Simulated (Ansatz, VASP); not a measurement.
# Ti in VASP and in Ansatz

Contents of INCAR:

```
PREC = Accurate
ENCUT = 520
EDIFF = 1E-6
ISMEAR = 0
SIGMA = 0.15
LREAL = False
LASPH = True
NELM = 60
ALGO = Fast
ISIF = 2
LWAVE = False
LCHARG = False
GGA = PS
NBANDS = 19
```

The input KPOINTS:

```
regular mesh
0
Gamma
  18 18 10
```

File POSCAR:

```
Ti
1.0
   -1.6410000000      1.6410000000      1.6410000000
    1.6410000000     -1.6410000000      1.6410000000
    3.2820000000      3.2820000000      0.0000000000
Ti
2
Direct
    0.0000000000      0.0000000000      0.0107724982
    0.5000000000      0.5000000000      0.4892275018
```

Input for Ansatz:

```yaml
crystal:
  lattice:
    - [-1.641, 1.641, 1.641]
    - [1.641, -1.641, 1.641]
    - [3.282, 3.282, 0.0]
  atoms:
    - { symbol: Ti, position: [0.0, 0.0, 0.0107724982] }
    - { symbol: Ti, position: [0.5, 0.5, 0.4892275018] }
basis:
  ecutwfc: 420
kpoints:
  mp_grid: { grid: [18, 18, 10] }
hamiltonian:
  xc: pbesol
scf:
  occupations: { method: gaussian, width: 0.15 }
output:
  forces: true
  stress: true
  eigenvalues: true
```

Change from the starting cell: mode 5 (126.2 1/cm) frozen in, largest displacement +0.050 Å.

Alike in both runs: task single point; functional PBEsol; k mesh 18 × 18 × 10; occupations gaussian, width 0.15 eV; no spin polarisation.

|  | VASP | Ansatz |
| --- | --- | --- |
| version | VASP 6.6.1 | Ansatz 0.2.0 |
| potentials or method | VASP PAW PBE potentials, release 64 (Ti_sv), cutoff 520 eV | scalar-relativistic, plane waves, PAW |
| valence electrons in the cell | 24 | 24 |

|  | VASP | Ansatz | Ansatz less VASP |
| --- | --- | --- | --- |
| gap on the k mesh at the Fermi level (eV) | none | none | - |
| pressure (GPa) | -6.6 | -6.4 | +0.20 |
| traceless stress, the component that is largest in VASP (GPa) | 0.44 | 0.44 | -0.002 |
| rms of the force components (eV/Å) | 0.082 | 0.083 | +0.0011 |

VASP's potentials were made for PBE, not for PBEsol. Atom by atom the forces differ by 0.001 eV/Å (rms over components). A gap of «none» marks a metal or a gap that the smearing closes. With one functional, cell and mesh, what is left measures potentials, basis and numerics.
